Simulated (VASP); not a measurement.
TiO2:

```
Ti O
1.0
     2.70603   -2.70666    0.00000
     2.70603    2.70666    0.00000
    -2.63353    0.00000    4.79664
Ti O
2 4
Direct
  0.13411 0.86589 0.25000
  0.86589 0.13411 0.75000
  0.33122 0.08876 0.66715
  0.66878 0.91124 0.33285
  0.91124 0.66878 0.83285
  0.08876 0.33122 0.16715
```

| Quantity | Value |
| --- | --- |
| Program | VASP 6.6.1 |
| Task | relaxation of cell and atoms |
| Functional | LDA |
| Potentials or basis | VASP PAW LDA potentials, release 64 (Ti_sv, O) |
| Cutoff | 600 eV |
| k mesh | 8 × 8 × 6 |
| Occupations | gaussian, width 0.02 eV |
| Spin | no spin polarisation |

At the start: pressure -12.1 GPa; volume 11.71 Å³/atom.

Task: How do energy, volume and symmetry change on relaxing?

Result: Over 21 steps the energy falls by 27.5 meV/atom and the volume is 11.05 Å³/atom (-5.6 %); space group C2/c (No. 15, to 0.1 Å) before, I4_1/amd (No. 141, to 0.1 Å).

Step by step:
```tsv
step	energy change (eV)	largest force (eV/Å)	pressure (GPa)	volume (Å³)
1	0.0000	0.3147	-12.13	70.26
2	0.1547	0.8429	21.27	61.63
3	-0.1569	0.1336	-0.36	66.50
4	-0.1569	0.1350	-0.09	66.43
5	-0.1605	0.1073	0.07	66.28
6	-0.1605	0.1077	0.07	66.28
7	-0.1616	0.0760	0.04	66.29
8	-0.1625	0.0533	0.00	66.31
9	-0.1635	0.0169	0.01	66.32
10	-0.1642	0.0526	0.03	66.33
11	-0.1647	0.0212	-0.08	66.36
12	-0.1647	0.0210	-0.08	66.36
13	-0.1648	0.0207	0.15	66.30
14	-0.1648	0.0214	0.16	66.30
15	-0.1648	0.0206	0.14	66.31
16	-0.1650	0.0191	-0.01	66.35
17	-0.1650	0.0192	-0.07	66.37
18	-0.1651	0.0151	-0.05	66.36
19	-0.1652	0.0186	0.02	66.33
20	-0.1653	0.0101	0.04	66.32
21	-0.1653	0.0047	0.05	66.32
```

Final structure:
```cif
data_structure
_symmetry_space_group_name_H-M 'P 1'
_symmetry_Int_Tables_number 1
_cell_length_a 3.7455
_cell_length_b 3.7455
_cell_length_c 5.4192
_cell_angle_alpha 110.221
_cell_angle_beta 110.221
_cell_angle_gamma 90.006
_cell_volume 66.32
loop_
_atom_site_label
_atom_site_type_symbol
_atom_site_fract_x
_atom_site_fract_y
_atom_site_fract_z
_atom_site_occupancy
Ti1 Ti 0.12503 0.87497 0.25000 1
Ti2 Ti 0.87497 0.12503 0.75000 1
O1 O 0.33325 0.08331 0.66642 1
O2 O 0.66675 0.91669 0.33358 1
O3 O 0.91669 0.66675 0.83358 1
O4 O 0.08331 0.33325 0.16642 1
```
